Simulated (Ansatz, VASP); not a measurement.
One calculation of Au, two programs

Contents of INCAR:

```
SYSTEM = Au
ALGO = Fast
EDIFF = 1E-6
ENCUT = 520
ISIF = 2
ISMEAR = -1
LASPH = .True.
LCHARG = .False.
LREAL = .False.
LWAVE = .False.
NBANDS = 18
NELM = 80
PREC = Accurate
SIGMA = 0.05
```

KPOINTS

```
k-points
0
Gamma
  11 11 6
  0 0 0
```

The input POSCAR:

```
Au
1.0
    1.4113099650     -2.5559330250      0.0000000000
    1.4113099650      2.5559330250      0.0000000000
    0.0000000000      0.0000000000      4.8931696100
Au
2
Direct
    0.3346720300      0.6653279700      0.2500000000
    0.6653279700      0.3346720300      0.7500000000
```

input.yaml

```yaml
crystal:
  lattice:
    - [1.411309965, -2.555933025, 0.0]
    - [1.411309965, 2.555933025, 0.0]
    - [0.0, 0.0, 4.89316961]
  atoms:
    - { symbol: Au, position: [0.33467203, 0.66532797, 0.25] }
    - { symbol: Au, position: [0.66532797, 0.33467203, 0.75] }
hamiltonian:
  xc: lda
  pseudopotentials: { kind: paw }
kpoints:
  mp_grid: { grid: [11, 11, 6] }
scf:
  occupations: { method: fermi_dirac, width: 0.05 }
output:
  forces: true
  stress: true
  eigenvalues: true
  write_density: true
  write_potential: true
  elf: true
  volumetric_format: npy
```

Alike in both runs: task single point; functional LDA; k mesh 11 × 11 × 6; occupations fermi-dirac, width 0.05 eV; no spin polarisation.

```csv
,VASP,Ansatz
version,VASP 6.6.1,Ansatz 0.2.0
potentials or method,"VASP PAW LDA potentials, release 64 (Au)",Ansatz PAW
plane-wave cutoff (eV),520,420
valence electrons in the cell,22,38
```

Ansatz gave:

```
gap on the k mesh at the Fermi level (eV)                     : none
pressure (GPa)                                                : -9.6
traceless stress, the component that is largest in VASP (GPa) : 2.23
rms of the force components (eV/Å)                            : 0.008
```

What did VASP give for the same quantities?

gap on the k mesh at the Fermi level (eV): none; pressure (GPa): -9.2; traceless stress, the component that is largest in VASP (GPa): 2.33; rms of the force components (eV/Å): 0.009.

LDA's correlation is that of Perdew and Zunger in VASP and of Perdew and Wang (1992) in Ansatz. Atom by atom the forces differ by 0.001 eV/Å (rms over components). A gap of «none» marks a metal or a gap that the smearing closes. VASP's potentials hold 22 valence electrons a cell and Ansatz's 38, so a difference there can come from the potentials and not from the codes.

Spin-orbit coupling is off throughout.
